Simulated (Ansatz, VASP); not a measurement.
## TlCl: VASP beside Ansatz

```
CELL_PARAMETERS angstrom
3.76930 -0.00942 -0.00942
-0.00942 3.76930 -0.00942
-0.00942 -0.00942 3.76930
ATOMIC_POSITIONS crystal
Tl 0.00000 0.00000 0.00000
Cl 0.50000 0.50000 0.50000
```

Change from the starting cell: equal xy, yz and zx engineering shears of -0.5 %.

Alike in both runs: task relaxation of the atoms; functional PBEsol; k mesh 6 × 6 × 6; no spin polarisation.

|  | VASP | Ansatz |
| --- | --- | --- |
| version | VASP 6.6.1 | Ansatz 0.2.0 |
| potentials or method | VASP PAW PBE potentials, release 64 (Tl_d, Cl), cutoff 450 eV | all-electron LAPW, scalar-relativistic |
| occupations | gaussian, width 0.01 eV | fixed |

|  | VASP | Ansatz | Ansatz less VASP |
| --- | --- | --- | --- |
| gap on the k mesh at the Fermi level, each at its own relaxed structure (eV) | 1.80 | 1.79 | -0.006 |

VASP's potentials were made for PBE, not for PBEsol. Ansatz ran all-electron here, and VASP with PAW potentials.

Neither program's run includes spin-orbit coupling. Noted on VASP's run: the relaxation stopped at its first step, so nothing moved.
